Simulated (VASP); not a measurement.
Here is a VASP 6.6.1 calculation.

INCAR

```
SYSTEM = Ir
  ALGO = Normal
  EDIFF = 1E-7
  ENCUT = 520
  GGA = RP
  ISIF = 2
  ISMEAR = -1
  ISPIN = 2
  LASPH = .TRUE.
  LCHARG = .FALSE.
  LMAXMIX = 4
  LORBIT = 11
  LREAL = .FALSE.
  LWAVE = .FALSE.
  MAGMOM = 1
  NBANDS = 14
  NELM = 150
  PREC = Accurate
  SIGMA = 0.05
```

The input KPOINTS:

```
k-points
0
G
  23 23 23
  0 0 0
```

The input POSCAR:

```
Ir
1.0
    0.0000000000      1.8625506172      1.8625506172
    1.8625506172      0.0000000000      1.8625506172
    1.8625506172      1.8625506172      0.0000000000
Ir
1
Direct
    0.0000000000      0.0000000000      0.0000000000
```

Potentials or basis: VASP PAW PBE potentials, release 64 (Ir).

Command:

```console
$ cat potpaw_PBE.64/Ir/POTCAR > POTCAR
$ mpirun -np 1 vasp_std > vasp.out
```

Predict the pressure.

59.2 GPa.

Predict the net moment.

0.00 μB per cell.

Caveat: the PAW data sets were made with another functional, which shifts forces and pressure a little.
